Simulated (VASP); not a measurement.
# NiO in VASP: notebook

Runs on NiO. Level: r2SCAN. Tasks: single point.

Program: VASP 6.6.1. These are calculated values, not measurements. Logs are shortened: lines on timing, memory, paths and dates and some standing lists are left out, and cuts for length are marked.

### 1 The cell of the first run

It takes space group Fm-3m (No. 225, cubic). The conventional cell has a = 4.189 Å, b = 4.189 Å, c = 4.189 Å, α = 90.00°, β = 90.00°, γ = 90.00°. Within 2.8 Å of Ni (site symmetry m-3m) lie 6 O at 2.09 Å. O (site symmetry m-3m) has 6 Ni at 2.09 Å within 2.8 Å.

### 2 Single point, r2SCAN, collinear spin, ferromagnetic start

Contents of POSCAR:

```
NiO
1.0
    2.0942984970      2.0942984970      0.0000000000
   -2.0942984970      2.0942984970      0.0000000000
    0.0000000000      0.0000000000      4.1885969940
Ni O
2 2
Direct
    0.0000000000      0.0000000000      0.0000000000
    0.5000000000      0.5000000000      0.5000000000
    0.5000000000      0.5000000000      0.0000000000
    0.0000000000      0.0000000000      0.5000000000
```

Contents of INCAR.step1:

```
SYSTEM = NiO
  PREC = Accurate
  ENCUT = 520
  ISMEAR = 0
  SIGMA = 0.02
  LREAL = .False.
  LASPH = .True.
  NELM = 150
  ISPIN = 2
  MAGMOM = 1.84 1.84 0.31 0.31
  LMAXMIX = 4
  NBANDS = 28
  GGA = PE
  ALGO = Normal
  EDIFF = 1E-4
  LWAVE = .True.
  LCHARG = .False.
```

Contents of INCAR.step2:

```
SYSTEM = NiO
  PREC = Accurate
  ENCUT = 520
  EDIFF = 1E-6
  ISMEAR = 0
  SIGMA = 0.02
  LREAL = .False.
  LASPH = .True.
  NELM = 150
  ALGO = Normal
  ISIF = 2
  LWAVE = .False.
  LCHARG = .False.
  ISPIN = 2
  MAGMOM = 1.84 1.84 0.31 0.31
  LORBIT = 11
  LMAXMIX = 4
  METAGGA = R2SCAN
  LMIXTAU = .True.
  NBANDS = 28
  ISTART = 1
```

Contents of KPOINTS:

```
Automatic mesh
0
Gamma
  10 10 8
  0 0 0
```

Potentials or basis: VASP PAW PBE potentials, release 64 (Ni, O).

Started as:

```
$ cat potpaw_PBE.64/Ni/POTCAR potpaw_PBE.64/O/POTCAR > POTCAR
$ cp INCAR.step1 INCAR
$ mpirun -np 1 vasp_std > vasp.out
$ cp INCAR.step2 INCAR
$ mpirun -np 1 vasp_std > vasp.out
```

OUTCAR:

```text
SYSTEM = NiO
   PREC = Accurate
   ENCUT = 520
   EDIFF = 1E-6
   ISMEAR = 0
   LREAL = .False.
   LASPH = .True.
   NELM = 150
   ISIF = 2
   ISPIN = 2
   LORBIT = 11
   METAGGA = R2SCAN
   ISTART = 1

 ion  position               nearest neighbor table
   1  0.000  0.000  0.000-   3 2.09   4 2.09   4 2.09   3 2.09   3 2.09   3 2.09   2 2.96   2 2.96
                             2 2.96   2 2.96   2 2.96   2 2.96   2 2.96   2 2.96
   2  0.500  0.500  0.500-   3 2.09   4 2.09   3 2.09   4 2.09   4 2.09   4 2.09   1 2.96   1 2.96
                             1 2.96   1 2.96   1 2.96   1 2.96   1 2.96   1 2.96
   3  0.500  0.500  0.000-   1 2.09   2 2.09   2 2.09   1 2.09   1 2.09   1 2.09
   4  0.000  0.000  0.500-   1 2.09   2 2.09   1 2.09   2 2.09   2 2.09   2 2.09

  LATTYP: Found a simple tetragonal cell.
 ALAT       =     2.9617853381
 C/A-ratio  =     1.4142135624

  Lattice vectors:

 A1 = (   2.0942984970,   2.0942984970,   0.0000000000)
 A2 = (  -2.0942984970,   2.0942984970,   0.0000000000)
 A3 = (   0.0000000000,   0.0000000000,   4.1885969940)

Analysis of symmetry for initial positions (statically):
=====================================================================
 Subroutine PRICEL returns following result:

  LATTYP: Found a face centered cubic cell.
 ALAT       =     4.1885969940
[... 12 lines left out ...]
 Subroutine GETGRP returns: Found 16 space group operations
 (whereof 16 operations were pure point group operations)
 out of a pool of 16 trial point group operations.

The static configuration has the point symmetry D_4h.

Analysis of symmetry for dynamics (positions and initial velocities):
=====================================================================
 Subroutine PRICEL returns following result:

  LATTYP: Found a face centered cubic cell.
 ALAT       =     4.1885969940
[... 12 lines left out ...]
 Subroutine GETGRP returns: Found 16 space group operations
 (whereof 16 operations were pure point group operations)
 out of a pool of 16 trial point group operations.

The dynamic configuration has the point symmetry D_4h.

Analysis of structural, dynamic, and magnetic symmetry:
=====================================================================
 Subroutine PRICEL returns following result:

  LATTYP: Found a face centered cubic cell.
 ALAT       =     4.1885969940
[... 12 lines left out ...]
 Subroutine GETGRP returns: Found 16 space group operations
 (whereof 16 operations were pure point group operations)
 out of a pool of 16 trial point group operations.

The overall configuration has the point symmetry D_4h.

 Subroutine INISYM returns: Found 16 space group operations
 (whereof 16 operations are pure point group operations),
 and found     2 'primitive' translations

----------------------------------------------------------------------------------------

                                     Primitive cell

  volume of cell :      18.3715

  direct lattice vectors                    reciprocal lattice vectors
     0.000000000 -2.094298497 -2.094298497    -0.238743427 -0.238743427 -0.238743427
     2.094298497  0.000000000 -2.094298497     0.238743427  0.238743427 -0.238743427
     2.094298497 -2.094298497  0.000000000     0.238743427 -0.238743427  0.238743427

  length of vectors
     2.961785338  2.961785338  2.961785338     0.413515745  0.413515745  0.413515745

  position of ions in fractional coordinates (direct lattice)
     0.000000000  0.000000000  0.000000000
     0.500000000  0.500000000  0.500000000

  ion indices of the primitive-cell ions
   primitive index   ion index
                 1           1
                 2           4

----------------------------------------------------------------------------------------

 KPOINTS: Automatic mesh

Automatic generation of k-mesh.
 Grid dimensions read from file:
 generate k-points for:   10   10    8

 Generating k-lattice:

  Cartesian coordinates                     Fractional coordinates (reciprocal lattice)
[... 46 lines left out ...]
   METAGGA = R2SCAN    functional components
   LHFCALC =     F    Hartree Fock is set to
   AEXX    =    0.0000 exact exchange contribution
   IVDW    =     0    specifies the selected vdW correction
   LEPSILON=     F    determine dielectric tensor
   LRPA    =     F    only Hartree local field effects (RPA)
 spin polarized calculation
 Gauss-broadening in eV      SIGMA  =   0.02
  energy-cutoff  :      520.00
  volume of cell :       36.74
 maximum number of plane-waves:      1011
 NGX is ok and might be reduce to    24
   NGX = 11   NGY = 11   NGZ = 15

 number of electron      31.9999965 magnetization       3.9999360

 Free energy of the ion-electron system (eV)
  ---------------------------------------------------
  ext. energy  EPLUGINS =         0.00000000
  ---------------------------------------------------
  free energy    TOTEN  =       -40.22230661 eV

  energy without entropy =      -40.22230661  energy(sigma->0) =      -40.22230661

 E-fermi :   7.5246     XC(G=0): -13.3525

 val. band max:        7.3845216181   @ k =   0.5000   0.0000   0.5000
 cond. band min:       8.1244036836   @ k =   0.0000   0.0000   0.0000
 fundamental gap:      0.7398820656
 Fermi energy:         7.5246478424

 spin component 1

 k-point     1 :       0.0000    0.0000    0.0000
  band No.  band energies     occupation
      1     -13.6170      1.00000
      2     -12.2640      1.00000
      3       0.6752      1.00000
      4       3.3016      1.00000
      5       3.3016      1.00000
      6       3.4173      1.00000
[... 733 lines left out ...]
     27      26.2582      0.00000
     28      28.7927      0.00000

 [... further k-points ...]

 spin component 2

 k-point     1 :       0.0000    0.0000    0.0000
  band No.  band energies     occupation
      1     -13.0852      1.00000
      2     -11.5907      1.00000
      3       1.1052      1.00000
      4       3.8975      1.00000
      5       3.8976      1.00000
      6       4.3345      1.00000
[... 733 lines left out ...]
     27      26.7995      0.00000
     28      29.1979      0.00000

 [... further k-points ...]

------------------------ aborting loop because EDIFF is reached ----------------------------------------

  FORCE on cell =-STRESS in cart. coord.  units (eV):
  Direction    XX          YY          ZZ          XY          YZ          ZX
  --------------------------------------------------------------------------------------
  -------------------------------------------------------------------------------------
  Total        0.0029540      0.0029540     -0.0413442     -0.0000000      0.0000000      0.0000000
  in kB        0.1288083      0.1288083     -1.8028077     -0.0000000      0.0000000      0.0000000
  external PRESSURE =      -0.5150637 kB  Pullay stress =       0.0000000 kB

 VOLUME and BASIS-vectors are now :
 -----------------------------------------------------------------------------
  energy-cutoff  :      520.00
  volume of cell :       36.74
      direct lattice vectors                 reciprocal lattice vectors
     2.094298497  2.094298497  0.000000000     0.238743427  0.238743427  0.000000000
    -2.094298497  2.094298497  0.000000000    -0.238743427  0.238743427  0.000000000
     0.000000000  0.000000000  4.188596994     0.000000000  0.000000000  0.238743427

 POSITION                                       TOTAL-FORCE (eV/Angst)
 -----------------------------------------------------------------------------------
      0.00000      0.00000      0.00000         0.000000      0.000000     -0.000000
      0.00000      2.09430      2.09430         0.000000      0.000000      0.000000
      0.00000      2.09430      0.00000         0.000000     -0.000000      0.000000
      0.00000      0.00000      2.09430        -0.000000     -0.000000     -0.000000
 -----------------------------------------------------------------------------------
    total drift:                                0.000000     -0.000000     -0.000000

  FREE ENERGIE OF THE ION-ELECTRON SYSTEM (eV)
  ---------------------------------------------------
  free  energy   TOTEN  =       -40.2223066135 eV

  energy  without entropy=      -40.2223066135  energy(sigma->0) =      -40.22230661

 total charge

# of ion       s       p       d       tot
------------------------------------------
    1        0.334   0.413   8.167   8.913
    2        0.334   0.413   8.167   8.913
    3        1.555   3.491   0.000   5.045
    4        1.555   3.491   0.000   5.045
--------------------------------------------------
tot          3.777   7.807  16.333  27.917

 magnetization (x)

# of ion       s       p       d       tot
------------------------------------------
    1        0.011   0.012   1.671   1.694
    2        0.011   0.012   1.671   1.694
    3        0.028   0.247   0.000   0.275
    4        0.028   0.247   0.000   0.275
--------------------------------------------------
tot          0.078   0.518   3.342   3.938
```

Wall time 6.1 min (1 thread of Intel Xeon Platinum 8488C (Sapphire Rapids), shared host); peak memory 0.28 GiB.

What came out:

```
Free energy                                           : -40.2223 eV
Pressure                                              : -0.1 GPa
Band gap on the k mesh                                : 0.74 eV
Net moment                                            : 4.00 μB per cell
Site moments                                          : Ni +1.69; O +0.28 μB
Valence electrons inside the program's atomic spheres : Ni 8.91; O 5.04
```

Stress tensor (GPa, compression positive):
```
 0.01  0.00  0.00
 0.00  0.01  0.00
 0.00  0.00 -0.18
```

Caveat: the PAW data sets were made with another functional, which shifts forces and pressure a little.

### 3 Single point, r2SCAN, collinear spin, ferromagnetic start

POSCAR is that of step 2.

Contents of INCAR.step1:

```
ALGO = Normal
EDIFF = 1E-4
ENCUT = 520
GGA = PE
ISMEAR = 0
ISPIN = 2
LASPH = True
LCHARG = False
LMAXMIX = 4
LREAL = False
LWAVE = True
MAGMOM = 1.84 1.84 0.31 0.31
NBANDS = 28
NELM = 150
PREC = Accurate
SIGMA = 0.02
```

Contents of INCAR.step2:

```
ALGO = Normal
EDIFF = 1E-6
ENCUT = 520
ISIF = 2
ISMEAR = 0
ISPIN = 2
ISTART = 1
LASPH = True
LCHARG = False
LMAXMIX = 4
LMIXTAU = True
LORBIT = 11
LREAL = False
LWAVE = False
MAGMOM = 1.84 1.84 0.31 0.31
METAGGA = R2SCAN
NBANDS = 28
NELM = 150
PREC = Accurate
SIGMA = 0.02
```

Contents of KPOINTS:

```
k-points
0
Gamma
  10 10 8
```

Potentials or basis: VASP PAW PBE potentials, release 64 (Ni, O).

Started as:

```
$ cat potpaw_PBE.64/Ni/POTCAR potpaw_PBE.64/O/POTCAR > POTCAR
$ cp INCAR.step1 INCAR
$ mpirun -np 1 vasp_std > vasp.out
$ cp INCAR.step2 INCAR
$ mpirun -np 1 vasp_std > vasp.out
```

It took 6.5 min on 1 thread of Intel Xeon Platinum 8488C (Sapphire Rapids), shared host; peak memory 0.27 GiB.

Results (log left out):

```
Free energy                                           : -40.2223 eV
Pressure                                              : -0.1 GPa
Band gap on the k mesh                                : 0.74 eV
Net moment                                            : 4.00 μB per cell
Site moments                                          : Ni +1.69; O +0.28 μB
Valence electrons inside the program's atomic spheres : Ni 8.91; O 5.04
```

Stress tensor (GPa, compression positive):
```
 0.01  0.00  0.00
 0.00  0.01  0.00
 0.00  0.00 -0.18
```

Levels at points of the mesh, in eV from the valence-band top:
Spin up:
| k point | band 16 | band 17 | band 18 | band 19 | band 20 | band 21 |
| --- | --- | --- | --- | --- | --- | --- |
| (0.00, 0.00, 0.00) | -2.75 | -2.17 | -2.17 | 2.15 | 6.77 | 11.60 |
| (0.50, 0.00, 0.00) | -1.75 | -0.18 | -0.18 | 7.80 | 7.80 | 11.68 |
| (0.50, 0.50, 0.00) | -2.17 | -2.17 | -2.17 | 6.77 | 6.77 | 11.60 |
| (0.00, 0.00, 0.50) | -1.86 | -1.86 | -1.86 | 6.04 | 6.04 | 13.88 |
| (0.50, 0.00, 0.50) | 0.00 | 0.00 | 0.00 | 6.35 | 6.35 | 10.87 |
| (0.50, 0.50, 0.50) | -2.17 | -1.74 | -1.74 | 9.19 | 9.19 | 11.54 |
Spin down:
| k point | band 11 | band 12 | band 13 | band 14 | band 15 | band 16 | band 17 | band 18 |
| --- | --- | --- | --- | --- | --- | --- | --- | --- |
| (0.00, 0.00, 0.00) | -2.07 | -2.07 | -1.20 | -1.20 | 0.74 | 0.74 | 1.20 | 1.74 |
| (0.50, 0.00, 0.00) | -1.13 | -1.13 | -0.84 | -0.84 | 1.57 | 1.57 | 3.46 | 3.46 |
| (0.50, 0.50, 0.00) | -1.20 | -1.20 | -1.20 | -1.20 | 1.20 | 1.20 | 1.74 | 1.74 |
| (0.00, 0.00, 0.50) | -0.95 | -0.95 | -0.95 | -0.95 | 0.97 | 0.97 | 1.80 | 1.80 |
| (0.50, 0.00, 0.50) | -1.25 | -1.25 | -0.88 | -0.88 | 3.49 | 3.49 | 3.49 | 3.49 |
| (0.50, 0.50, 0.50) | -1.37 | -1.37 | -1.20 | -1.20 | 1.61 | 1.61 | 2.29 | 2.29 |

Caveat: the PAW data sets were made with another functional, which shifts forces and pressure a little. A k mesh can miss the band edges.

### 4 Single point, r2SCAN, collinear spin, ferromagnetic start (uniaxial strain along c: +4.0 %, then relaxed in part)

Contents of POSCAR:

```
NiO
1.0
    2.0752721545      2.0752721545      0.0000000000
   -2.0752721545      2.0752721545      0.0000000000
    0.0000000000      0.0000000000      4.3561408738
Ni O
2 2
Direct
    0.0000000000      0.0000000000      0.0000000000
    0.5000000000      0.5000000000      0.5000000000
    0.5000000000      0.5000000000      0.0000000000
    0.0000000000      0.0000000000      0.5000000000
```

Contents of INCAR.step1:

```
PREC = Accurate
ENCUT = 520
ISMEAR = 0
SIGMA = 0.02
LREAL = False
LASPH = True
NELM = 150
ISPIN = 2
MAGMOM = 1.84 1.84 0.31 0.31
LMAXMIX = 4
NBANDS = 28
GGA = PE
ALGO = Normal
EDIFF = 1E-4
LWAVE = True
LCHARG = False
```

Contents of INCAR.step2:

```
PREC = Accurate
ENCUT = 520
EDIFF = 1E-6
ISMEAR = 0
SIGMA = 0.02
LREAL = False
LASPH = True
NELM = 150
ALGO = Normal
ISIF = 2
LWAVE = False
LCHARG = False
ISPIN = 2
MAGMOM = 1.84 1.84 0.31 0.31
LORBIT = 11
LMAXMIX = 4
METAGGA = R2SCAN
LMIXTAU = True
NBANDS = 28
ISTART = 1
```

Contents of KPOINTS:

```
Automatic mesh
0
Gamma
  10 10 8
```

Started as:

```
$ cat potpaw_PBE.64/Ni/POTCAR potpaw_PBE.64/O/POTCAR > POTCAR
$ cp INCAR.step1 INCAR
$ mpirun -np 1 vasp_std > vasp.out
$ cp INCAR.step2 INCAR
$ mpirun -np 1 vasp_std > vasp.out
```

Wall time 6.6 min (1 thread of AMD EPYC 9R45 (Zen 5), shared host); peak memory 0.25 GiB.

It converged, with:

```yaml
Free_energy: -40.1714 eV
Pressure: -3.4 GPa
Band_gap_on_the_k_mesh: 0.46 eV
Net_moment: 4.00 μB per cell
Site_moments: Ni +1.70; O +0.27 μB
Valence_electrons_inside_the_program's_atomic_spheres: Ni 8.88; O 5.04
```

Stress tensor (GPa, compression positive):
```
  0.00   0.00   0.00
  0.00   0.00   0.00
  0.00   0.00 -10.25
```

Levels at points of the mesh, in eV from the valence-band top:
Spin up:
| k point | band 14 | band 15 | band 16 | band 17 | band 18 | band 19 | band 20 | band 21 | band 22 | band 23 |
| --- | --- | --- | --- | --- | --- | --- | --- | --- | --- | --- |
| (0.00, 0.00, 0.00) | -2.88 | -2.88 | -2.74 | -2.34 | -2.34 | 1.91 | 6.53 | 10.83 | 12.96 | 17.70 |
| (0.50, 0.00, 0.00) | -2.00 | -1.76 | -1.76 | -0.11 | -0.11 | 7.65 | 7.65 | 11.10 | 11.10 | 11.57 |
| (0.50, 0.50, 0.00) | -3.23 | -2.38 | -2.38 | -2.25 | -2.25 | 6.49 | 6.49 | 11.53 | 11.53 | 12.30 |
| (0.00, 0.00, 0.50) | -2.37 | -2.15 | -2.15 | -2.15 | -2.15 | 5.50 | 5.50 | 12.91 | 12.91 | 14.29 |
| (0.50, 0.00, 0.50) | -1.96 | -0.36 | -0.36 | 0.00 | 0.00 | 6.12 | 6.12 | 10.51 | 10.51 | 14.06 |
| (0.50, 0.50, 0.50) | -2.58 | -2.25 | -2.25 | -2.02 | -2.02 | 8.62 | 8.62 | 11.47 | 11.47 | 11.47 |
Spin down:
```
           k point  band 12  band 13  band 14  band 15  band 16  band 17
(0.00, 0.00, 0.00)    -2.04    -1.37    -1.37     0.46     0.69     1.05
(0.50, 0.00, 0.00)    -1.20    -0.84    -0.84     1.24     1.24     3.49
(0.50, 0.50, 0.00)    -1.41    -1.28    -1.28     1.03     1.03     1.63
(0.00, 0.00, 0.50)    -1.25    -1.25    -1.25     0.87     0.87     1.66
(0.50, 0.00, 0.50)    -1.28    -1.01    -1.01     3.03     3.03     3.51
(0.50, 0.50, 0.50)    -1.68    -1.27    -1.27     1.57     1.57     2.00
```

Caveat: the cell differs from its parent crystal (uniaxial strain along c: +4.0 %, then relaxed in part); the PAW data sets were made with another functional, which shifts forces and pressure a little. A k mesh can miss the band edges.

### 5 Single point, r2SCAN, collinear spin, ferromagnetic start

This run uses another cell than the first one, of 9.38 Å³/atom, 1.021 times its volume.

POSCAR is that of step 4.

Contents of INCAR.step1:

```
SYSTEM = NiO
PREC = Accurate ; ENCUT = 520
ISMEAR = 0 ; SIGMA = 0.02
LREAL = .False. ; LASPH = .True.
NELM = 150 ; ISPIN = 2
MAGMOM = 1.83 1.83 0.31 0.31 ; LMAXMIX = 4
NBANDS = 28 ; GGA = PE
ALGO = Normal ; EDIFF = 1E-4
LWAVE = .True. ; LCHARG = .False.
```

Contents of INCAR.step2:

```
SYSTEM = NiO
PREC = Accurate ; ENCUT = 520
EDIFF = 1E-6 ; ISMEAR = 0
SIGMA = 0.02 ; LREAL = .False.
LASPH = .True. ; NELM = 150
ALGO = Normal ; ISIF = 2
LWAVE = .False. ; LCHARG = .False.
ISPIN = 2 ; MAGMOM = 1.83 1.83 0.31 0.31
LORBIT = 11 ; LMAXMIX = 4
METAGGA = R2SCAN ; LMIXTAU = .True.
NBANDS = 28 ; ISTART = 1
```

Contents of KPOINTS:

```
regular mesh
0
Gamma
  10 10 8
  0 0 0
```

Started as:

```
$ cat potpaw_PBE.64/Ni/POTCAR potpaw_PBE.64/O/POTCAR > POTCAR
$ cp INCAR.step1 INCAR
$ mpirun -np 1 vasp_std > vasp.out
$ cp INCAR.step2 INCAR
$ mpirun -np 1 vasp_std > vasp.out
```

It took 6.9 min on 1 thread of AMD EPYC 9R45 (Zen 5), shared host; peak memory 0.25 GiB.

Results (log left out):

* Free energy: -40.1714 eV
* Pressure: -3.4 GPa
* Band gap on the k mesh: 0.46 eV
* Net moment: 4.00 μB per cell
* Site moments: Ni +1.70; O +0.27 μB
* Valence electrons inside the program's atomic spheres: Ni 8.88; O 5.04

Stress tensor (GPa, compression positive):
```
  0.00   0.00   0.00
  0.00   0.00   0.00
  0.00   0.00 -10.25
```

Levels at points of the mesh, in eV from the valence-band top:
Spin up:
| k point | band 16 | band 17 | band 18 | band 19 | band 20 | band 21 |
| --- | --- | --- | --- | --- | --- | --- |
| (0.00, 0.00, 0.00) | -2.74 | -2.34 | -2.34 | 1.91 | 6.53 | 10.83 |
| (0.50, 0.00, 0.00) | -1.76 | -0.11 | -0.11 | 7.65 | 7.65 | 11.10 |
| (0.50, 0.50, 0.00) | -2.38 | -2.25 | -2.25 | 6.49 | 6.49 | 11.53 |
| (0.00, 0.00, 0.50) | -2.15 | -2.15 | -2.15 | 5.50 | 5.50 | 12.91 |
| (0.50, 0.00, 0.50) | -0.36 | 0.00 | 0.00 | 6.12 | 6.12 | 10.51 |
| (0.50, 0.50, 0.50) | -2.25 | -2.02 | -2.02 | 8.62 | 8.62 | 11.47 |
Spin down:
```csv
k point,band 10,band 11,band 12,band 13,band 14,band 15,band 16,band 17,band 18,band 19
"(0.00, 0.00, 0.00)",-2.21,-2.21,-2.04,-1.37,-1.37,0.46,0.69,1.05,1.49,2.51
"(0.50, 0.00, 0.00)",-1.76,-1.20,-1.20,-0.84,-0.84,1.24,1.24,3.49,3.49,8.32
"(0.50, 0.50, 0.00)",-3.12,-1.41,-1.41,-1.28,-1.28,1.03,1.03,1.63,1.63,7.13
"(0.00, 0.00, 0.50)",-2.76,-1.25,-1.25,-1.25,-1.25,0.87,0.87,1.66,1.66,6.36
"(0.50, 0.00, 0.50)",-1.49,-1.28,-1.28,-1.01,-1.01,3.03,3.03,3.51,3.51,6.42
"(0.50, 0.50, 0.50)",-1.68,-1.68,-1.68,-1.27,-1.27,1.57,1.57,2.00,2.00,9.40
```

Caveat: the PAW data sets were made with another functional, which shifts forces and pressure a little.
